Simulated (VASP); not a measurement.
# PbO2: relaxation of cell and atoms with PBEsol

The system is PbO2.

```
CELL_PARAMETERS angstrom
0.00000 2.70199 2.70199
2.70199 0.00000 2.70199
2.70199 2.70199 0.00000
ATOMIC_POSITIONS crystal
Pb 0.00000 0.00000 0.00000
O 0.75000 0.75000 0.75000
O 0.25000 0.25000 0.25000
```

* Program: VASP 6.6.1
* Task: relaxation of cell and atoms
* Functional: PBEsol
* Potentials or basis: VASP PAW PBE potentials, release 64 (Pb_d, O)
* Cutoff: 600 eV
* k mesh: 9 × 9 × 9
* Occupations: fermi-dirac, width 0.05 eV
* Spin: no spin polarisation
* Target pressure: 30 GPa
* Dipole correction: no
* Further INCAR settings: ALGO = Normal; EDIFF = 1e-06; IBRION = 2; EDIFFG = -0.01; NSW = 60; ISIF = 3

- Relaxed volume: 10.98 Å³/atom
- Relaxed cell: a = 3.598 Å, b = 3.598 Å, c = 3.598 Å, α = 60.00°, β = 60.00°, γ = 60.00°
- Space group after relaxing (to 0.1 Å): Fm-3m (No. 225)
- Energy change on relaxing (the run minimises the enthalpy): +125.4 meV/atom
- Ionic steps: 5
- Pressure after relaxing: 30.0 GPa
- Band gap on the k mesh: zero (bands 13 and 14 overlap by 1.23 eV)

The path:
```
step  energy change (eV)  largest force (eV/Å)  pressure (GPa)  volume (Å³)
   1              0.0000                0.0000           -5.59        39.45
   2              4.7055                0.0000          176.63        25.01
   3              0.2920                0.0000           25.90        33.43
   4              0.3485                0.0000           28.69        33.10
   5              0.3763                0.0000           30.00        32.95
```

Final structure:
```
Pb O
1.0
     0.00000    2.54451    2.54451
     2.54451    0.00000    2.54451
     2.54451    2.54451    0.00000
Pb O
1 2
Direct
  0.00000 0.00000 0.00000
  0.75000 0.75000 0.75000
  0.25000 0.25000 0.25000
```

Levels at points of the mesh, in eV from the Fermi level:
| k point | band 11 | band 12 | band 13 | band 14 | band 15 | band 16 |
| --- | --- | --- | --- | --- | --- | --- |
| (0.00, 0.00, 0.00) | -1.77 | -1.77 | -1.77 | -1.41 | 7.17 | 7.17 |

Wall time 2.4 min on 1 thread of Intel Xeon 8259CL, on a shared host, peak memory 0.2 GiB.

Caveat: the cell is relaxed towards a set pressure, so the run minimises the enthalpy, not the energy; the volume moved by over 15 % at a fixed basis, so the end points are rough; the PAW data sets were made with another functional, which shifts forces and pressure a little; spin-orbit coupling is left out, which moves the levels of the heavy elements.
